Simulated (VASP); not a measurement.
# K (I4/mmm) in VASP: a series of runs

Runs on K. Level: PBEsol. Tasks: single point.

Everything below comes from runs of VASP 6.6.1. Logs are shortened: lines on timing, memory, paths and dates and some standing lists are left out, and cuts for length are marked.

## 1. The cell of the first run

Symmetry: I4/mmm, No. 139, tetragonal system. Conventional cell: a = 5.688 Å, b = 5.688 Å, c = 4.437 Å, α = 90.00°, β = 90.00°, γ = 90.00°. K (site symmetry 4/mmm) has 14 K at 4.44 to 5.69 Å within 5.8 Å.

## 2. Single point, PBEsol

Input file INCAR:

```
  PREC = Accurate
  ENCUT = 520
  EDIFF = 1E-6
  ISMEAR = 0
  SIGMA = 0.15
  LREAL = F
  LASPH = T
  NELM = 80
  ALGO = Fast
  ISIF = 2
  LWAVE = F
  LCHARG = T
  GGA = PS
  LELF = T
  LVHAR = T
  NBANDS = 10
```

Input file KPOINTS:

```
regular mesh
0
Gamma
  14 14 14
```

Input file POSCAR:

```
K
1.0
   -2.8440557675      2.8440557675      2.2183634987
    2.8440557675     -2.8440557675      2.2183634987
    2.8440557675      2.8440557675     -2.2183634987
K
1
Direct
    0.0000000000      0.0000000000      0.0000000000
```

Potentials or basis: VASP PAW PBE potentials, release 64 (K_sv).

The run is started by

```bash
$ cat potpaw_PBE.64/K_sv/POTCAR > POTCAR
$ mpirun -np 1 vasp_std > vasp.out
```

OUTCAR:

```text
PREC = Accurate
   ENCUT = 520
   EDIFF = 1E-6
   ISMEAR = 0
   LREAL = F
   LASPH = T
   NELM = 80
   ISIF = 2
   GGA = PS

 ion  position               nearest neighbor table
   1  0.000  0.000  0.000-

  LATTYP: Found a body centered tetragonal cell.
 ALAT       =     5.6881115350
 C/A-ratio  =     0.7800000000

  Lattice vectors:

 A1 = (  -2.8440557675,   2.8440557675,   2.2183634987)
 A2 = (   2.8440557675,  -2.8440557675,   2.2183634987)
 A3 = (   2.8440557675,   2.8440557675,  -2.2183634987)

Analysis of symmetry for initial positions (statically):
=====================================================================
 Subroutine PRICEL returns:
 Original cell was already a primitive cell.

 Routine SETGRP: Setting up the symmetry group for a
 body centered tetragonal supercell.

 Subroutine GETGRP returns: Found 16 space group operations
 (whereof 16 operations were pure point group operations)
 out of a pool of 16 trial point group operations.

The static configuration has the point symmetry D_4h.

Analysis of symmetry for dynamics (positions and initial velocities):
=====================================================================
 Subroutine PRICEL returns:
 Original cell was already a primitive cell.

 Routine SETGRP: Setting up the symmetry group for a
 body centered tetragonal supercell.

 Subroutine GETGRP returns: Found 16 space group operations
 (whereof 16 operations were pure point group operations)
 out of a pool of 16 trial point group operations.

The dynamic configuration has the point symmetry D_4h.

 Subroutine INISYM returns: Found 16 space group operations
 (whereof 16 operations are pure point group operations),
 and found     1 'primitive' translations

----------------------------------------------------------------------------------------

                                     Primitive cell

  volume of cell :      71.7743

  direct lattice vectors                    reciprocal lattice vectors
    -2.844055767  2.844055767  2.218363499     0.000000000  0.175805273  0.225391375
     2.844055767 -2.844055767  2.218363499     0.175805273  0.000000000  0.225391375
     2.844055767  2.844055767 -2.218363499     0.175805273  0.175805273  0.000000000

  length of vectors
     4.593304152  4.593304152  4.593304152     0.285847452  0.285847452  0.248626201

  position of ions in fractional coordinates (direct lattice)
     0.000000000  0.000000000  0.000000000

  ion indices of the primitive-cell ions
   primitive index   ion index
                 1           1

----------------------------------------------------------------------------------------

 KPOINTS: regular mesh

Automatic generation of k-mesh.
 Grid dimensions read from file:
 generate k-points for:   14   14   14

 Generating k-lattice:

  Cartesian coordinates                     Fractional coordinates (reciprocal lattice)
     0.000000000  0.012557519  0.016099384     0.071428571  0.000000000 -0.000000000
     0.012557519  0.000000000  0.016099384     0.000000000  0.071428571 -0.000000000
     0.012557519  0.012557519  0.000000000     0.000000000  0.000000000  0.071428571

  Length of vectors
     0.020417675  0.020417675  0.017759014

  Shift w.r.t. Gamma in fractional coordinates (k-lattice)
     0.000000000  0.000000000  0.000000000

 Subroutine IBZKPT returns following result:
 ===========================================

 Found    244 irreducible k-points:

 Following reciprocal coordinates:
            Coordinates               Weight
  0.000000  0.000000  0.000000      1.000000
  0.071429 -0.000000  0.000000      8.000000
  0.142857 -0.000000  0.000000      8.000000
  0.214286 -0.000000  0.000000      8.000000
  0.285714 -0.000000  0.000000      8.000000
  0.357143 -0.000000  0.000000      8.000000
[... 16 lines left out ...]
  0.214286  0.142857  0.000000     16.000000
  0.285714  0.142857  0.000000     16.000000
 [... further k-points ...]
   k-points           NKPTS =    244   k-points in BZ     NKDIM =    244   number of bands    NBANDS=     10
   number of dos      NEDOS =    301   number of ions     NIONS =      1
   total plane-waves  NPLWV =  46656
   dimension x,y,z NGX =    36 NGY =   36 NGZ =   36
   dimension x,y,z NGXF=    72 NGYF=   72 NGZF=   72
   ions per type =               1
   NGX,Y,Z   is equivalent  to a cutoff of  13.03, 13.03, 13.03 a.u.
   NGXF,Y,Z  is equivalent  to a cutoff of  26.06, 26.06, 26.06 a.u.
 SYSTEM =  unknown system
   PREC   = accura    normal or accurate (medium, high low for compatibility)
   ISTART =      0    job   : 0-new  1-cont  2-samecut
   ICHARG =      2    charge: 1-file 2-atom 10-const
   ISPIN  =      1    spin polarized calculation?
   LNONCOLLINEAR =      F non collinear calculations
   LSORBIT =      F    spin-orbit coupling
   LASPH  =      T    aspherical Exc in radial PAW
   ENCUT  =  520.0 eV  38.22 Ry    6.18 a.u.   8.54  8.54  8.54*2*pi/ulx,y,z
   NELM   =     80;   NELMIN=  2; NELMDL= -5     # of ELM steps
   EDIFF  = 0.1E-05   stopping-criterion for ELM
   LREAL  =      F    real-space projection
   EDIFFG = 0.1E-04   stopping-criterion for IOM
   NSW    =      0    number of steps for IOM
   IBRION =     -1    ionic relax: 0-MD 1-quasi-New 2-CG
   NFREE  =      0    steps in history (QN), initial steepest desc. (CG)
   ISIF   =      2    stress and relaxation
   ISYM   =      2    0-nonsym 1-usesym 2-fastsym
   POTIM  = 0.5000    time-step for ionic-motion
   TEBEG  =    0.0;   TEEND  =   0.0 temperature during run
   PSTRESS=    0.0 pullay stress
   NELECT =       9.0000    total number of electrons
   NUPDOWN=      -1.0000    fix difference up-down
   EMIN   =  10.00;   EMAX   =-10.00  energy-range for DOS
   EFERMI =   0.00;   METHOD = LEGACY
   ISMEAR =     0;   SIGMA  =   0.15  broadening in eV -4-tet -1-fermi 0-gaus
   EFERMI_NEDOS =   21; number of points for ismear=-14 and -15
   IALGO  =     68    algorithm
   IMIX   =      4    mixing-type and parameters
     AMIX     =   0.40;   BMIX     =  1.00
     AMIX_MAG =   1.60;   BMIX_MAG =  1.00
  volume/ion in A,a.u.               =      71.77       484.36
  Fermi-wavevector in a.u.,A,eV,Ry     =   0.819406  1.548454  9.135317  0.671427
  Thomas-Fermi vector in A             =   1.930206
   LORBIT       =      0    0 simple, 1 ext, 2 COOP (PROOUT), +10 PAW based schemes
   GGA     = PS    functional components
   LHFCALC =     F    Hartree Fock is set to
   AEXX    =    0.0000 exact exchange contribution
   IVDW    =     0    specifies the selected vdW correction
   LEPSILON=     F    determine dielectric tensor
   LRPA    =     F    only Hartree local field effects (RPA)
 non-spin polarized calculation
 RMM-DIIS sequential band-by-band and
 Gauss-broadening in eV      SIGMA  =   0.15
  energy-cutoff  :      520.00
  volume of cell :       71.77
 maximum number of plane-waves:      1969
 NGX is ok and might be reduce to    36
   NGX = 17   NGY = 17   NGZ = 17

 number of electron       8.9999999 magnetization

 Free energy of the ion-electron system (eV)
  ---------------------------------------------------
  ext. energy  EPLUGINS =         0.00000000
  ---------------------------------------------------
  free energy    TOTEN  =        -1.12073149 eV

  energy without entropy =       -1.11222695  energy(sigma->0) =       -1.11647922

 E-fermi :  -0.1109     XC(G=0):  -5.7559

 val. band max:       -0.1138279398   @ k =  -0.2857   0.4286   0.2143
 cond. band min:      -0.0854468517   @ k =  -0.4286   0.4286   0.2143
 fundamental gap:      0.0283810882
 Fermi energy:        -0.1108586673

 k-point     1 :       0.0000    0.0000    0.0000
  band No.  band energies     occupation
      1     -32.1103      2.00000
      2     -15.6175      2.00000
      3     -15.6175      2.00000
      4     -15.6148      2.00000
      5      -2.3062      2.00000
      6       3.4070      0.00000
      7       4.2310      0.00000
      8       4.8580      0.00000
      9       4.8580      0.00000
     10       5.8540      0.00000

 k-point     2 :       0.0714   -0.0000    0.0000
  band No.  band energies     occupation
      1     -32.1100      2.00000
      2     -15.6203      2.00000
      3     -15.6186      2.00000
      4     -15.6173      2.00000
      5      -2.2332      2.00000
      6       3.4068      0.00000
      7       4.2134      0.00000
      8       4.7339      0.00000
      9       4.7525      0.00000
     10       5.7292      0.00000

 k-point     3 :       0.1429   -0.0000    0.0000
  band No.  band energies     occupation
      1     -32.1091      2.00000
      2     -15.6328      2.00000
      3     -15.6217      2.00000
      4     -15.6194      2.00000
      5      -2.0172      2.00000
      6       3.3724      0.00000
      7       3.9709      0.00000
      8       4.5883      0.00000
      9       4.6398      0.00000
     10       5.5236      0.00000

 k-point     4 :       0.2143   -0.0000    0.0000
  band No.  band energies     occupation
      1     -32.1078      2.00000
      2     -15.6513      2.00000
      3     -15.6261      2.00000
      4     -15.6221      2.00000
      5      -1.6664      2.00000
      6       3.2418      0.00000
      7       3.4423      0.00000
      8       4.5809      0.00000
      9       4.7706      0.00000
     10       5.3443      0.00000
[... 222 lines left out ...]
 k-point    22 :       0.1429    0.1429    0.0000
  band No.  band energies     occupation
      1     -32.1067      2.00000
      2     -15.6663      2.00000
      3     -15.6279      2.00000
      4     -15.6241      2.00000
      5      -1.3944      2.00000
      6       3.0722      0.00000
      7       3.3203      0.00000
      8       4.3260      0.00000
      9       5.0064      0.00000
     10       5.1718      0.00000

 k-point    23 :       0.2143    0.1429    0.0000
  band No.  band energies     occupation
      1     -32.1055      2.00000
      2     -15.6835      2.00000
      3     -15.6317      2.00000
      4     -15.6283      2.00000
      5      -0.9028      2.00000
      6       2.6820      0.00000
      7       2.8546      0.00000
      8       4.5327      0.00000
      9       4.8394      0.00000
     10       5.5772      0.00000

 k-point    24 :       0.2857    0.1429    0.0000
  band No.  band energies     occupation
      1     -32.1044      2.00000
      2     -15.6964      2.00000
      3     -15.6360      2.00000
      4     -15.6316      2.00000
      5      -0.3164      1.94735
      6       2.0504      0.00000
      7       2.6341      0.00000
      8       4.5936      0.00000
      9       4.8771      0.00000
     10       5.9962      0.00000

 [... further k-points ...]
[... 5 lines left out ...]
  --------------------------------------------------------------------------------------
  -------------------------------------------------------------------------------------
  Total       -0.0923118     -0.0923118      0.1865081      0.0000000     -0.0000000      0.0000000
  in kB       -2.0606252     -2.0606252      4.1633149      0.0000000     -0.0000000      0.0000000
  external PRESSURE =       0.0140215 kB  Pullay stress =       0.0000000 kB

 VOLUME and BASIS-vectors are now :
 -----------------------------------------------------------------------------
  energy-cutoff  :      520.00
  volume of cell :       71.77
      direct lattice vectors                 reciprocal lattice vectors
    -2.844055767  2.844055767  2.218363499     0.000000000  0.175805273  0.225391375
     2.844055767 -2.844055767  2.218363499     0.175805273  0.000000000  0.225391375
     2.844055767  2.844055767 -2.218363499     0.175805273  0.175805273  0.000000000

 POSITION                                       TOTAL-FORCE (eV/Angst)
 -----------------------------------------------------------------------------------
      0.00000      0.00000      0.00000         0.000000      0.000000     -0.000000
 -----------------------------------------------------------------------------------
    total drift:                               -0.000000      0.000000      0.000000

  FREE ENERGIE OF THE ION-ELECTRON SYSTEM (eV)
  ---------------------------------------------------
  free  energy   TOTEN  =        -1.1207314940 eV

  energy  without entropy=       -1.1122269466  energy(sigma->0) =       -1.11647922
```

It took 2 min on 1 thread of Intel Xeon 6975P-C, shared host; peak memory 0.32 GiB.

What came out:

| Quantity | Value |
| --- | --- |
| Free energy | -1.1207 eV |
| Pressure | 0.0 GPa |

Stress tensor (GPa, compression positive):
```
-0.21  0.00  0.00
 0.00 -0.21  0.00
 0.00  0.00  0.42
```

Caveat: the PAW data sets were made with another functional, which shifts forces and pressure a little.

## 3. Single point, PBEsol

Input file INCAR:

```
SYSTEM = K
PREC     = Accurate       ! precision mode
ENCUT    = 520            ! plane-wave cutoff, eV
EDIFF    = 1E-6           ! SCF threshold, eV
ISMEAR   = 0              ! smearing method
SIGMA    = 0.15           ! smearing width, eV
LREAL    = .FALSE.        ! projectors in reciprocal space
LASPH    = .TRUE.         ! aspherical terms in the spheres
NELM     = 80             ! most SCF steps
ALGO     = Fast           ! electronic algorithm
ISIF     = 2              ! what is computed and relaxed
LWAVE    = .FALSE.        ! write WAVECAR
LCHARG   = .FALSE.        ! write CHGCAR
GGA      = PS             ! functional
NBANDS   = 10             ! bands
```

Input file KPOINTS:

```
Automatic mesh
0
G
  14 14 14
  0 0 0
```

Input file POSCAR:

```
K
1.0
   -2.3987695363      2.3987695363      3.1184003972
    2.3987695363     -2.3987695363      3.1184003972
    2.3987695363      2.3987695363     -3.1184003972
K
1
Direct
    0.0000000000      0.0000000000      0.0000000000
```

Potentials or basis: VASP PAW PBE potentials, release 64 (K_sv).

The run is started by

```bash
$ cat potpaw_PBE.64/K_sv/POTCAR > POTCAR
$ mpirun -np 1 vasp_std > vasp.out
```

It took 1.8 min on 1 thread of Intel Xeon 6975P-C, shared host; peak memory 0.32 GiB.

It converged, with:

* Free energy: -1.1376 eV
* Pressure: 0.0 GPa

Levels at points of the mesh, in eV from the Fermi level:
```
           k point  band 1  band 2  band 3  band 4  band 5  band 6  band 7  band 8  band 9  band 10
(0.00, 0.00, 0.00)  -31.98  -15.49  -15.49  -15.49   -2.20    4.16    4.16    4.44    5.22     5.70
(0.50, 0.00, 0.00)  -31.98  -15.56  -15.50  -15.49    0.32    0.56    3.78    4.26    6.11     6.42
(0.50, 0.50, 0.00)  -31.97  -15.56  -15.52  -15.51    0.79    1.21    2.44    5.16    5.28     5.60
(0.50, 0.50, 0.50)  -31.97  -15.56  -15.52  -15.52    1.11    1.82    2.15    4.61    4.61     5.83
```

Caveat: the PAW data sets were made with another functional, which shifts forces and pressure a little.

## 4. Single point, PBEsol

Input file INCAR:

```
SYSTEM = K
PREC     = Accurate       ! precision mode
ENCUT    = 520            ! plane-wave cutoff, eV
EDIFF    = 1E-6           ! SCF threshold, eV
ISMEAR   = 0              ! smearing method
SIGMA    = 0.15           ! smearing width, eV
LREAL    = .False.        ! projectors in reciprocal space
LASPH    = .True.         ! aspherical terms in the spheres
NELM     = 80             ! most SCF steps
ALGO     = Fast           ! electronic algorithm
ISIF     = 2              ! what is computed and relaxed
LWAVE    = .False.        ! write WAVECAR
LCHARG   = .False.        ! write CHGCAR
GGA      = PS             ! functional
NBANDS   = 10             ! bands
```

Input file KPOINTS:

```
regular mesh
0
Gamma
  14 14 14
  0 0 0
```

Input file POSCAR:

```
K
1.0
   -2.6917849860      2.6917849860      2.4764421872
    2.6917849860     -2.6917849860      2.4764421872
    2.6917849860      2.6917849860     -2.4764421872
K
1
Direct
    0.0000000000      0.0000000000      0.0000000000
```

The run is started by

```bash
$ cat potpaw_PBE.64/K_sv/POTCAR > POTCAR
$ mpirun -np 1 vasp_std > vasp.out
```

Wall time 2 min (1 thread of Intel Xeon 6975P-C, shared host); peak memory 0.32 GiB.

Results (log left out):

```yaml
Free_energy: -1.1366 eV
Pressure: 0.0 GPa
```

Stress tensor (GPa, compression positive):
```
-0.08  0.00  0.00
 0.00 -0.08  0.00
 0.00  0.00  0.02
```

Levels at points of the mesh, in eV from the Fermi level:
```csv
k point,band 1,band 2,band 3,band 4,band 5,band 6,band 7,band 8,band 9,band 10
"(0.00, 0.00, 0.00)",-31.98,-15.49,-15.49,-15.49,-2.20,4.04,4.49,4.49,4.96,5.53
"(0.50, 0.00, 0.00)",-31.98,-15.56,-15.52,-15.49,0.51,0.78,3.02,4.97,5.85,6.23
"(0.50, 0.50, 0.00)",-31.98,-15.56,-15.51,-15.49,0.32,0.56,3.51,4.72,5.60,6.44
"(0.50, 0.50, 0.50)",-31.97,-15.55,-15.55,-15.54,1.53,1.78,3.22,3.22,4.20,5.74
```

Caveat: the PAW data sets were made with another functional, which shifts forces and pressure a little.

## 5. Single point, PBEsol

Input file INCAR:

```
SYSTEM = K
  ALGO = Fast
  EDIFF = 1E-6
  ENCUT = 520
  GGA = PS
  ISIF = 2
  ISMEAR = 0
  LASPH = .TRUE.
  LCHARG = .FALSE.
  LREAL = .FALSE.
  LWAVE = .FALSE.
  NBANDS = 10
  NELM = 100
  PREC = Accurate
  SIGMA = 0.15
```

Input file KPOINTS:

```
k-points
0
G
  14 14 14
  0 0 0
```

Input file POSCAR:

```
K
1.0
   -2.5361333235      2.5361333235      2.7897466559
    2.5361333235     -2.5361333235      2.7897466559
    2.5361333235      2.5361333235     -2.7897466559
K
1
Direct
    0.0000000000      0.0000000000      0.0000000000
```

The run is started by

```bash
$ cat potpaw_PBE.64/K_sv/POTCAR > POTCAR
$ mpirun -np 1 vasp_std > vasp.out
```

It took 2.2 min on 1 thread of Intel Xeon 6975P-C, shared host; peak memory 0.32 GiB.

Results (log left out):

| Property | Result |
| --- | --- |
| Free energy | -1.1371 eV |
| Pressure | 0.0 GPa |

Levels at points of the mesh, in eV from the Fermi level:
```csv
k point,band 1,band 2,band 3,band 4,band 5,band 6,band 7,band 8,band 9,band 10
"(0.00, 0.00, 0.00)",-31.98,-15.49,-15.49,-15.49,-2.19,4.20,4.20,4.65,4.94,5.54
"(0.50, 0.00, 0.00)",-31.97,-15.56,-15.51,-15.49,0.39,0.63,3.37,4.74,5.80,6.27
"(0.50, 0.50, 0.00)",-31.97,-15.56,-15.51,-15.49,0.58,0.87,2.84,5.17,5.65,6.04
"(0.50, 0.50, 0.50)",-31.97,-15.55,-15.53,-15.53,1.49,1.83,2.84,3.91,3.91,5.72
```

Caveat: the PAW data sets were made with another functional, which shifts forces and pressure a little.

[end of part 1 of 2]
